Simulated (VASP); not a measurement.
Set up this calculation in VASP 6.6.1, as the native input.

| Quantity | Value |
| --- | --- |
| Task | single point |
| Functional | RPBE |
| Potentials or basis | VASP PAW PBE potentials, release 64 (Mn_pv, S) |
| Cutoff | 520 eV |
| k mesh | 9 × 9 × 9 |
| Occupations | fermi-dirac, width 0.05 eV |
| Spin | collinear spin, ferromagnetic start |
| Starting moments | [4.0, 0.0] μB |
| Dipole correction | no |
| Further INCAR settings | ALGO = Normal; EDIFF = 1e-06; NBANDS = 20 |

The structure of MnS lies in POSCAR:

```
MnS
1.0
    0.0000000000      2.5121861598      2.5121861598
    2.5121861598      0.0000000000      2.5121861598
    2.5121861598      2.5121861598      0.0000000000
Mn S
1 1
Direct
    0.0000000000      0.0000000000      0.0000000000
    0.7500000000      0.7500000000      0.7500000000
```

One way to write it, as run:

INCAR

```
PREC     = Accurate       # precision mode
ENCUT    = 520            # plane-wave cutoff, eV
EDIFF    = 1E-6           # SCF threshold, eV
ISMEAR   = -1             # smearing method
SIGMA    = 0.05           # smearing width, eV
LREAL    = False          # projectors in reciprocal space
LASPH    = True           # aspherical terms in the spheres
NELM     = 150            # most SCF steps
ALGO     = Normal         # electronic algorithm
ISIF     = 2              # what is computed and relaxed
LWAVE    = False          # write WAVECAR
LCHARG   = True           # write CHGCAR
ISPIN    = 2              # spin polarisation
MAGMOM   = 4 0            # initial moments
LORBIT   = 11             # projections on sites
LMAXMIX  = 4              # l up to which the mixer works
GGA      = RP             # functional
LELF     = True           # ELF
LVHAR    = True         
NBANDS   = 20             # bands
```

KPOINTS

```
Automatic mesh
0
Gamma
  9 9 9
```

Potentials or basis: VASP PAW PBE potentials, release 64 (Mn_pv, S).

Command:

```sh
$ cat potpaw_PBE.64/Mn_pv/POTCAR potpaw_PBE.64/S/POTCAR > POTCAR
$ mpirun -np 1 vasp_std > vasp.out
```

Results of the run:

```json
{
  "Pressure": "9.8 GPa",
  "Net moment": "2.10 μB per cell",
  "Site moments": "Mn +2.05; S -0.07 μB",
  "Valence electrons inside the program's atomic spheres": "Mn 11.89; S 3.77"
}
```

Caveat: the PAW data sets were made with another functional, which shifts forces and pressure a little; a cell with one magnetic atom can't hold antiferromagnetic order, which such compounds often take.

Wall time 6.8 min on 1 thread of AMD EPYC 7R13, on a shared host, peak memory 0.17 GiB.
